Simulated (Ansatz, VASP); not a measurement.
# One calculation of WS2, two programs

The input INCAR:

```
SYSTEM = WS2
ALGO     = Normal         ! electronic algorithm
EDIFF    = 1E-6           ! SCF threshold, eV
ENCUT    = 520            ! plane-wave cutoff, eV
GGA      = CA             ! functional
ISIF     = 2              ! what is computed and relaxed
ISMEAR   = 0              ! smearing method
LASPH    = .TRUE.         ! aspherical terms in the spheres
LCHARG   = .FALSE.        ! write CHGCAR
LREAL    = .FALSE.        ! projectors in reciprocal space
LWAVE    = .FALSE.        ! write WAVECAR
NBANDS   = 35             ! bands
NELM     = 60             ! most SCF steps
PREC     = Accurate       ! precision mode
SIGMA    = 0.05           ! smearing width, eV
```

The input KPOINTS:

```
k-points
0
G
  12 12 4
  0 0 0
```

Contents of POSCAR:

```
WS2
1.0
    3.1799996605      0.0000000000      0.0000000000
   -1.5899998303      2.7539604900      0.0000000000
    0.0000000000      0.0000000000     12.5000000000
W S
2 4
Direct
    0.3333333333      0.6666666667      0.2500000000
    0.6666666667      0.3333333333      0.7500000000
    0.3333333333      0.6666666667      0.6200000000
    0.6666666667      0.3333333333      0.1200000000
    0.3333333333      0.6666666667      0.8800000000
    0.6666666667      0.3333333333      0.3800000000
```

Input for Ansatz:

```yaml
crystal:
  lattice:
    - [3.1799996605, 0.0, 0.0]
    - [-1.5899998303, 2.75396049, 0.0]
    - [0.0, 0.0, 12.5]
  atoms:
    - { symbol: W, position: [0.3333333333, 0.6666666667, 0.25] }
    - { symbol: W, position: [0.6666666667, 0.3333333333, 0.75] }
    - { symbol: S, position: [0.3333333333, 0.6666666667, 0.62] }
    - { symbol: S, position: [0.6666666667, 0.3333333333, 0.12] }
    - { symbol: S, position: [0.3333333333, 0.6666666667, 0.88] }
    - { symbol: S, position: [0.6666666667, 0.3333333333, 0.38] }
basis:
  ecutwfc: 420
kpoints:
  mp_grid: { grid: [12, 12, 4] }
hamiltonian:
  xc: lda
scf:
  occupations: { method: gaussian, width: 0.05 }
output:
  forces: true
  stress: true
  eigenvalues: true
```

Alike in both runs: task single point; functional LDA; k mesh 12 × 12 × 4; occupations gaussian, width 0.05 eV; no spin polarisation.

```csv
,VASP,Ansatz
version,VASP 6.6.1,Ansatz 0.2.0
potentials or method,"VASP PAW LDA potentials, release 64 (W_sv, S), cutoff 520 eV","scalar-relativistic, plane waves, PAW"
valence electrons in the cell,52,52
```

|  | VASP | Ansatz | Ansatz less VASP |
| --- | --- | --- | --- |
| gap on the k mesh at the Fermi level (eV) | 0.93 | 0.92 | -0.008 |
| least direct gap on the mesh (eV) | 1.85 | 1.84 | -0.010 |
| pressure (GPa) | -11.2 | -11.5 | -0.30 |
| traceless stress, the component that is largest in VASP (GPa) | -3.37 | -3.37 | -0.003 |
| rms of the force components (eV/Å) | 0.678 | 0.698 | +0.0197 |

LDA's correlation is that of Perdew and Zunger in VASP and of Perdew and Wang (1992) in Ansatz. Atom by atom the forces differ by 0.020 eV/Å (rms over components).

Spin-orbit coupling is off throughout.
